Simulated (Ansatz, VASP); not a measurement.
**Ba: VASP beside Ansatz**

```
CELL_PARAMETERS angstrom
14.00000 0.00000 0.00000
0.00000 14.40000 0.00000
0.00000 0.00000 14.80000
ATOMIC_POSITIONS crystal
Ba 0.50000 0.50000 0.50000
```

Alike in both runs: task single point; functional PBE; k mesh 1 × 1 × 1; occupations fermi-dirac, width 0.01 eV; collinear spin.

|  | VASP | Ansatz |
| --- | --- | --- |
| version | VASP 6.6.1 | Ansatz 0.2.0 |
| potentials or method | VASP PAW PBE potentials, release 64 (Ba_sv), cutoff 520 eV | plane waves (420 eV) with PAW, scalar-relativistic |
| valence electrons in the cell | 10 | 10 |

```csv
,VASP,Ansatz,Ansatz less VASP
gap on the k mesh at the Fermi level (eV),1.21,1.21,-0.002
net moment per atom (μB),0.00,0.00,0.000
```

Ansatz's warnings: seeded moment not kept, xc potential rough in thin density.

Neither program's run includes spin-orbit coupling.
